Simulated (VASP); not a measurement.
# AlNi (Pm-3m) in VASP: notebook

The runs below take AlNi through single point, relaxation of cell and atoms, with PBEsol.

All numbers are computed with VASP 6.6.1; they aren't measurements. Logs are shortened: lines on timing, memory, paths and dates and some standing lists are left out, and cuts for length are marked.

## Step 1: The cell of the first run

Symmetry: Pm-3m, No. 221, cubic system. Conventional cell: a = 2.862 Å, b = 2.862 Å, c = 2.862 Å, α = 90.00°, β = 90.00°, γ = 90.00°. Within 3.3 Å of Al (site symmetry m-3m) lie 8 Ni at 2.48 Å and 6 Al at 2.86 Å. Ni (site symmetry m-3m) has 8 Al at 2.48 Å and 6 Ni at 2.86 Å within 3.3 Å.

## Step 2: Single point, PBEsol

INCAR

```
SYSTEM = AlNi
PREC = Accurate ; ENCUT = 520
EDIFF = 1E-7 ; ISMEAR = 0
SIGMA = 0.1 ; LREAL = .False.
LASPH = .True. ; NELM = 80
ALGO = Fast ; ISIF = 2
LWAVE = .False. ; LCHARG = .False.
GGA = PS ; NBANDS = 14
```

KPOINTS

```
regular mesh
0
Gamma
  14 14 14
  0 0 0
```

POSCAR

```
AlNi
1.0
    2.8624268297      0.0000000000      0.0000000000
    0.0000000000      2.8624268297      0.0000000000
    0.0000000000      0.0000000000      2.8624268297
Al Ni
1 1
Direct
    0.0000000000      0.0000000000      0.0000000000
    0.5000000000      0.5000000000      0.5000000000
```

Potentials or basis: VASP PAW PBE potentials, release 64 (Al, Ni).

Started as:

```sh
$ cat potpaw_PBE.64/Al/POTCAR potpaw_PBE.64/Ni/POTCAR > POTCAR
$ mpirun -np 1 vasp_std > vasp.out
```

OUTCAR:

```text
SYSTEM = AlNi
   PREC = Accurate
   ENCUT = 520
   EDIFF = 1E-7
   ISMEAR = 0
   LREAL = .False.
   LASPH = .True.
   NELM = 80
   ISIF = 2
   GGA = PS

 ion  position               nearest neighbor table
   1  0.000  0.000  0.000-   2 2.48   2 2.48   2 2.48   2 2.48   2 2.48   2 2.48   2 2.48   2 2.48

   2  0.500  0.500  0.500-   1 2.48   1 2.48   1 2.48   1 2.48   1 2.48   1 2.48   1 2.48   1 2.48

  LATTYP: Found a simple cubic cell.
 ALAT       =     2.8624268297

  Lattice vectors:

 A1 = (   2.8624268297,   0.0000000000,   0.0000000000)
 A2 = (   0.0000000000,   2.8624268297,   0.0000000000)
 A3 = (   0.0000000000,   0.0000000000,   2.8624268297)

Analysis of symmetry for initial positions (statically):
=====================================================================
 Subroutine PRICEL returns:
 Original cell was already a primitive cell.

 Routine SETGRP: Setting up the symmetry group for a
 simple cubic supercell.

 Subroutine GETGRP returns: Found 48 space group operations
 (whereof 48 operations were pure point group operations)
 out of a pool of 48 trial point group operations.

The static configuration has the point symmetry O_h .

Analysis of symmetry for dynamics (positions and initial velocities):
=====================================================================
 Subroutine PRICEL returns:
 Original cell was already a primitive cell.

 Routine SETGRP: Setting up the symmetry group for a
 simple cubic supercell.

 Subroutine GETGRP returns: Found 48 space group operations
 (whereof 48 operations were pure point group operations)
 out of a pool of 48 trial point group operations.

The dynamic configuration has the point symmetry O_h .

 Subroutine INISYM returns: Found 48 space group operations
 (whereof 48 operations are pure point group operations),
 and found     1 'primitive' translations

----------------------------------------------------------------------------------------

                                     Primitive cell

  volume of cell :      23.4533

  direct lattice vectors                    reciprocal lattice vectors
     2.862426830  0.000000000  0.000000000     0.349353908  0.000000000  0.000000000
     0.000000000  2.862426830  0.000000000     0.000000000  0.349353908  0.000000000
     0.000000000  0.000000000  2.862426830     0.000000000  0.000000000  0.349353908

  length of vectors
     2.862426830  2.862426830  2.862426830     0.349353908  0.349353908  0.349353908

  position of ions in fractional coordinates (direct lattice)
     0.000000000  0.000000000  0.000000000
     0.500000000  0.500000000  0.500000000

  ion indices of the primitive-cell ions
   primitive index   ion index
                 1           1
                 2           2

----------------------------------------------------------------------------------------

 KPOINTS: regular mesh

Automatic generation of k-mesh.
 Grid dimensions read from file:
 generate k-points for:   14   14   14

 Generating k-lattice:

  Cartesian coordinates                     Fractional coordinates (reciprocal lattice)
     0.024953851  0.000000000  0.000000000     0.071428571  0.000000000  0.000000000
     0.000000000  0.024953851  0.000000000     0.000000000  0.071428571  0.000000000
     0.000000000  0.000000000  0.024953851     0.000000000  0.000000000  0.071428571

  Length of vectors
     0.024953851  0.024953851  0.024953851

  Shift w.r.t. Gamma in fractional coordinates (k-lattice)
     0.000000000  0.000000000  0.000000000

 Subroutine IBZKPT returns following result:
 ===========================================

 Found    120 irreducible k-points:

 Following reciprocal coordinates:
            Coordinates               Weight
  0.000000  0.000000  0.000000      1.000000
  0.071429  0.000000  0.000000      6.000000
  0.142857  0.000000  0.000000      6.000000
  0.214286  0.000000  0.000000      6.000000
  0.285714  0.000000  0.000000      6.000000
  0.357143  0.000000  0.000000      6.000000
[... 16 lines left out ...]
  0.285714  0.214286  0.000000     24.000000
  0.357143  0.214286  0.000000     24.000000
 [... further k-points ...]
   k-points           NKPTS =    120   k-points in BZ     NKDIM =    120   number of bands    NBANDS=     14
   number of dos      NEDOS =    301   number of ions     NIONS =      2
   total plane-waves  NPLWV =  13824
   dimension x,y,z NGX =    24 NGY =   24 NGZ =   24
   dimension x,y,z NGXF=    48 NGYF=   48 NGZF=   48
   ions per type =               1   1
   NGX,Y,Z   is equivalent  to a cutoff of  13.94, 13.94, 13.94 a.u.
   NGXF,Y,Z  is equivalent  to a cutoff of  27.88, 27.88, 27.88 a.u.
 SYSTEM =  AlNi
   PREC   = accura    normal or accurate (medium, high low for compatibility)
   ISTART =      0    job   : 0-new  1-cont  2-samecut
   ICHARG =      2    charge: 1-file 2-atom 10-const
   ISPIN  =      1    spin polarized calculation?
   LNONCOLLINEAR =      F non collinear calculations
   LSORBIT =      F    spin-orbit coupling
   LASPH  =      T    aspherical Exc in radial PAW
   ENCUT  =  520.0 eV  38.22 Ry    6.18 a.u.   5.32  5.32  5.32*2*pi/ulx,y,z
   NELM   =     80;   NELMIN=  2; NELMDL= -5     # of ELM steps
   EDIFF  = 0.1E-06   stopping-criterion for ELM
   LREAL  =      F    real-space projection
   EDIFFG = 0.1E-05   stopping-criterion for IOM
   NSW    =      0    number of steps for IOM
   IBRION =     -1    ionic relax: 0-MD 1-quasi-New 2-CG
   NFREE  =      0    steps in history (QN), initial steepest desc. (CG)
   ISIF   =      2    stress and relaxation
   ISYM   =      2    0-nonsym 1-usesym 2-fastsym
   POTIM  = 0.5000    time-step for ionic-motion
   TEBEG  =    0.0;   TEEND  =   0.0 temperature during run
   PSTRESS=    0.0 pullay stress
   NELECT =      13.0000    total number of electrons
   NUPDOWN=      -1.0000    fix difference up-down
   EMIN   =  10.00;   EMAX   =-10.00  energy-range for DOS
   EFERMI =   0.00;   METHOD = LEGACY
   ISMEAR =     0;   SIGMA  =   0.10  broadening in eV -4-tet -1-fermi 0-gaus
   EFERMI_NEDOS =   21; number of points for ismear=-14 and -15
   IALGO  =     68    algorithm
   IMIX   =      4    mixing-type and parameters
     AMIX     =   0.40;   BMIX     =  1.00
     AMIX_MAG =   1.60;   BMIX_MAG =  1.00
  volume/ion in A,a.u.               =      11.73        79.14
  Fermi-wavevector in a.u.,A,eV,Ry     =   1.344791  2.541287 24.605641  1.808464
  Thomas-Fermi vector in A             =   2.472756
   LORBIT       =      0    0 simple, 1 ext, 2 COOP (PROOUT), +10 PAW based schemes
   GGA     = PS    functional components
   LHFCALC =     F    Hartree Fock is set to
   AEXX    =    0.0000 exact exchange contribution
   IVDW    =     0    specifies the selected vdW correction
   LEPSILON=     F    determine dielectric tensor
   LRPA    =     F    only Hartree local field effects (RPA)
 non-spin polarized calculation
 RMM-DIIS sequential band-by-band and
 Gauss-broadening in eV      SIGMA  =   0.10
  energy-cutoff  :      520.00
  volume of cell :       23.45
 maximum number of plane-waves:       651
 NGX is ok and might be reduce to    24
   NGX = 11   NGY = 11   NGZ = 11

 number of electron      13.0000011 magnetization

 Free energy of the ion-electron system (eV)
  ---------------------------------------------------
  ext. energy  EPLUGINS =         0.00000000
  ---------------------------------------------------
  free energy    TOTEN  =       -11.58708724 eV

  energy without entropy =      -11.58203781  energy(sigma->0) =      -11.58456253

 E-fermi :  10.1268     XC(G=0): -12.2605

 val. band max:       10.1186416600   @ k =   0.3571   0.2143   0.0714
 cond. band min:      10.1267981443   @ k =   0.3571   0.1429   0.1429
 fundamental gap:      0.0081564843
 Fermi energy:        10.1267604806

 k-point     1 :       0.0000    0.0000    0.0000
  band No.  band energies     occupation
      1      -1.1188      2.00000
      2       6.8242      2.00000
      3       6.8242      2.00000
      4       8.5728      2.00000
      5       8.5728      2.00000
      6       8.5728      2.00000
      7      15.7340      0.00000
      8      15.7340      0.00000
      9      15.7340      0.00000
     10      18.3639      0.00000
     11      18.3639      0.00000
     12      24.2336      0.00000
     13      31.2811      0.00000
     14      31.2812      0.00000

 k-point     2 :       0.0714    0.0000    0.0000
  band No.  band energies     occupation
      1      -1.0235      2.00000
      2       6.8177      2.00000
      3       6.8470      2.00000
      4       8.5308      2.00000
      5       8.5308      2.00000
      6       8.5773      2.00000
      7      14.7456      0.00000
      8      15.8599      0.00000
      9      15.8599      0.00000
     10      18.3681      0.00000
     11      19.2600      0.00000
     12      24.5625      0.00000
     13      30.2108      0.00000
     14      30.2114      0.00000

 k-point     3 :       0.1429    0.0000    0.0000
  band No.  band energies     occupation
      1      -0.7389      2.00000
      2       6.7741      2.00000
      3       6.9115      2.00000
      4       8.4174      2.00000
      5       8.4174      2.00000
      6       8.5900      2.00000
      7      13.1326      0.00000
      8      16.2256      0.00000
      9      16.2256      0.00000
     10      18.3804      0.00000
     11      20.5500      0.00000
     12      25.6095      0.00000
     13      28.4641      0.00000
     14      28.4641      0.00000

 k-point     4 :       0.2143    0.0000    0.0000
  band No.  band energies     occupation
      1      -0.2695      2.00000
      2       6.6110      2.00000
      3       7.0069      2.00000
      4       8.2635      2.00000
      5       8.2635      2.00000
      6       8.6082      2.00000
      7      11.6339      0.00000
      8      16.8020      0.00000
      9      16.8020      0.00000
     10      18.3999      0.00000
     11      21.5647      0.00000
     12      26.7145      0.00000
     13      26.7145      0.00000
     14      27.3481      0.00000

 k-point     5 :       0.2857    0.0000    0.0000
  band No.  band energies     occupation
      1       0.3770      2.00000
      2       6.1827      2.00000
      3       7.1158      2.00000
      4       8.1043      2.00000
      5       8.1043      2.00000
      6       8.6286      2.00000
      7      10.4980      0.00000
      8      17.5558      0.00000
      9      17.5558      0.00000
     10      18.4244      0.00000
     11      22.3911      0.00000
[... 276 lines left out ...]
 k-point    22 :       0.2143    0.2143    0.0000
  band No.  band energies     occupation
      1       0.5548      2.00000
      2       6.8570      2.00000
      3       6.8889      2.00000
      4       7.9111      2.00000
      5       8.2715      2.00000
      6       8.3604      2.00000
      7      11.7887      0.00000
      8      13.1275      0.00000
      9      17.8244      0.00000
     10      19.6788      0.00000
     11      22.5982      0.00000
     12      24.9901      0.00000
     13      27.0601      0.00000
     14      27.4686      0.00000

 k-point    23 :       0.2857    0.2143    0.0000
  band No.  band energies     occupation
      1       1.1789      2.00000
      2       6.5028      2.00000
      3       7.0459      2.00000
      4       7.8176      2.00000
      5       8.1535      2.00000
      6       8.3552      2.00000
      7      10.8725      0.00000
      8      13.3279      0.00000
      9      18.5509      0.00000
     10      19.1358      0.00000
     11      21.8886      0.00000
     12      25.6346      0.00000
     13      26.1711      0.00000
     14      27.7071      0.00000

 k-point    24 :       0.3571    0.2143    0.0000
  band No.  band energies     occupation
      1       1.9560      2.00000
      2       5.8304      2.00000
      3       7.2200      2.00000
      4       7.7716      2.00000
      5       8.0294      2.00000
      6       8.3758      2.00000
      7      10.0542      1.69535
      8      13.9644      0.00000
      9      18.0657      0.00000
     10      19.4253      0.00000
     11      21.8590      0.00000
     12      24.1635      0.00000
     13      26.4336      0.00000
     14      27.9673      0.00000

 [... further k-points ...]
[... 5 lines left out ...]
  --------------------------------------------------------------------------------------
  -------------------------------------------------------------------------------------
  Total        0.0183049      0.0183049      0.0183049     -0.0000000     -0.0000000      0.0000000
  in kB        1.2504724      1.2504724      1.2504724     -0.0000000     -0.0000000      0.0000000
  external PRESSURE =       1.2504724 kB  Pullay stress =       0.0000000 kB

 VOLUME and BASIS-vectors are now :
 -----------------------------------------------------------------------------
  energy-cutoff  :      520.00
  volume of cell :       23.45
      direct lattice vectors                 reciprocal lattice vectors
     2.862426830  0.000000000  0.000000000     0.349353908  0.000000000  0.000000000
     0.000000000  2.862426830  0.000000000     0.000000000  0.349353908  0.000000000
     0.000000000  0.000000000  2.862426830     0.000000000  0.000000000  0.349353908

 POSITION                                       TOTAL-FORCE (eV/Angst)
 -----------------------------------------------------------------------------------
      0.00000      0.00000      0.00000         0.000000      0.000000      0.000000
      1.43121      1.43121      1.43121         0.000000      0.000000      0.000000
 -----------------------------------------------------------------------------------
    total drift:                                0.000000      0.000000     -0.000000

  FREE ENERGIE OF THE ION-ELECTRON SYSTEM (eV)
  ---------------------------------------------------
  free  energy   TOTEN  =       -11.5870872448 eV

  energy  without entropy=      -11.5820378064  energy(sigma->0) =      -11.58456253
```

It took 20 s on 1 thread of Intel Xeon Platinum 8488C (Sapphire Rapids), shared host; peak memory 0.16 GiB.

What came out:

| Quantity | Value |
| --- | --- |
| Free energy | -11.5871 eV |
| Pressure | 0.1 GPa |

Caveat: the PAW data sets were made with another functional, which shifts forces and pressure a little. Spin polarisation is off, so any magnetic state and its effect on volume and gap are missing.

## Step 3: Relaxation of cell and atoms, PBEsol

This run uses another cell than the first one, of 12.11 Å³/atom, 1.032 times its volume.

INCAR

```
SYSTEM = AlNi
ALGO = Normal ; EDIFF = 1E-6
EDIFFG = -0.005 ; ENCUT = 600
GGA = PS ; IBRION = 2
ISIF = 3 ; ISMEAR = 0
LASPH = .TRUE. ; LCHARG = .FALSE.
LREAL = .FALSE. ; LWAVE = .FALSE.
NELM = 80 ; NSW = 70
PREC = Accurate ; SIGMA = 0.1
```

KPOINTS

```
k-points
0
G
  14 14 14
  0 0 0
```

POSCAR

```
AlNi
1.0
    2.8930835179      0.0000000000      0.0000000000
    0.0000000000      2.8930835179      0.0000000000
    0.0000000000      0.0000000000      2.8930835179
Al Ni
1 1
Direct
    0.0000000000      0.0000000000      0.0000000000
    0.5000000000      0.5000000000      0.5000000000
```

Potentials or basis: VASP PAW PBE potentials, release 64 (Al, Ni).

Started as:

```sh
$ cat potpaw_PBE.64/Al/POTCAR potpaw_PBE.64/Ni/POTCAR > POTCAR
$ mpirun -np 1 vasp_std > vasp.out
```

Run time: 25 s. Hardware: 1 thread of Intel Xeon Platinum 8488C (Sapphire Rapids), shared host; peak memory 0.17 GiB.

It converged, with:

```
Free energy                            : -11.5873 eV
Relaxed volume                         : 11.73 Å³/atom
Relaxed cell                           : a = 2.863 Å, b = 2.863 Å, c = 2.863 Å, α = 90.00°, β = 90.00°, γ = 90.00°
Space group after relaxing (to 0.05 Å) : Pm-3m (No. 221)
Energy gained by relaxing              : 6.1 meV/atom
Ionic steps                            : 3
Pressure after relaxing                : 0.0 GPa
```

The path:
```csv
step,energy change (eV),largest force (eV/Å),pressure (GPa),volume (Å³)
1,0.0000,0.0000,-5.05,24.21
2,-0.0046,0.0000,4.38,22.90
3,-0.0122,0.0000,-0.03,23.47
```

Final structure:
```yaml
crystal:
  lattice:
    - [2.86295, 0.00000, 0.00000]
    - [0.00000, 2.86295, 0.00000]
    - [0.00000, 0.00000, 2.86295]
  atoms:
    - { symbol: Al, position: [0.00000, 0.00000, 0.00000] }
    - { symbol: Ni, position: [0.50000, 0.50000, 0.50000] }
```

Levels at points of the mesh, in eV from the Fermi level:
| k point | band 4 | band 5 | band 6 | band 7 | band 8 | band 9 | band 10 |
| --- | --- | --- | --- | --- | --- | --- | --- |
| (0.00, 0.00, 0.00) | -1.55 | -1.55 | -1.55 | 5.60 | 5.60 | 5.60 | 8.24 |
| (0.50, 0.00, 0.00) | -2.28 | -2.28 | -1.46 | -0.63 | 8.35 | 10.11 | 10.11 |
| (0.50, 0.50, 0.00) | -2.90 | -2.10 | -2.10 | -1.01 | 1.52 | 2.62 | 12.53 |
| (0.50, 0.50, 0.50) | -0.98 | -0.98 | 1.99 | 1.99 | 1.99 | 3.92 | 4.59 |

Caveat: the PAW data sets were made with another functional, which shifts forces and pressure a little. Spin polarisation is off, so any magnetic state and its effect on volume and gap are missing.
